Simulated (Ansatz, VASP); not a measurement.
**One calculation of BN, two programs**

File INCAR:

```
SYSTEM = BN
ALGO = Normal
EDIFF = 1E-6
ENCUT = 520
GGA = PE
ISIF = 2
ISMEAR = 0
LASPH = .True.
LCHARG = .False.
LREAL = .False.
LWAVE = .False.
NBANDS = 16
NELM = 60
PREC = Accurate
SIGMA = 0.05
```

The input KPOINTS:

```
k-points
0
Gamma
  12 12 6
  0 0 0
```

POSCAR

```
BN
1.0
    2.6497123368      0.0000000000      0.0000000000
   -1.3248561684      2.2947181963      0.0000000000
    0.0000000000      0.0000000000      4.2268550000
B N
2 2
Direct
    0.6666666667      0.3333333333      0.9997240000
    0.3333333333      0.6666666667      0.4997240000
    0.6666666667      0.3333333333      0.6252760000
    0.3333333333      0.6666666667      0.1252760000
```

Input for Ansatz:

```yaml
crystal:
  lattice:
    - [2.6497123368, 0.0, 0.0]
    - [-1.3248561684, 2.2947181963, 0.0]
    - [0.0, 0.0, 4.226855]
  atoms:
    - { symbol: B, position: [0.6666666667, 0.3333333333, 0.999724] }
    - { symbol: B, position: [0.3333333333, 0.6666666667, 0.499724] }
    - { symbol: "N", position: [0.6666666667, 0.3333333333, 0.625276] }
    - { symbol: "N", position: [0.3333333333, 0.6666666667, 0.125276] }
basis:
  ecutwfc: 420
kpoints:
  mp_grid: { grid: [12, 12, 6] }
hamiltonian:
  xc: pbe
scf:
  occupations: { method: gaussian, width: 0.05 }
output:
  forces: true
  stress: true
  eigenvalues: true
  write_density: true
  write_potential: true
  elf: true
  volumetric_format: npy
```

Change from the starting cell: strain +0.0375 x Voigt [1, 1, 0, 0, 0, 0], atoms carried along.

Alike in both runs: task single point; functional PBE; k mesh 12 × 12 × 6; occupations gaussian, width 0.05 eV; no spin polarisation.

|  | VASP | Ansatz |
| --- | --- | --- |
| version | VASP 6.6.1 | Ansatz 0.2.0 |
| potentials or method | VASP PAW PBE potentials, release 64 (B, N), cutoff 520 eV | scalar-relativistic, plane waves, PAW |
| valence electrons in the cell | 16 | 16 |

|  | VASP | Ansatz | Ansatz less VASP |
| --- | --- | --- | --- |
| gap on the k mesh at the Fermi level (eV) | 5.40 | 5.41 | +0.015 |
| least direct gap on the mesh (eV) | 7.59 | 7.59 | +0.006 |
| pressure (GPa) | -23.2 | -23.2 | -0.03 |
| traceless stress, the component that is largest in VASP (GPa) | 19.03 | 18.92 | -0.109 |
| rms of the force components (eV/Å) | 0.010 | 0.007 | -0.0030 |

Atom by atom the forces differ by 0.003 eV/Å (rms over components).
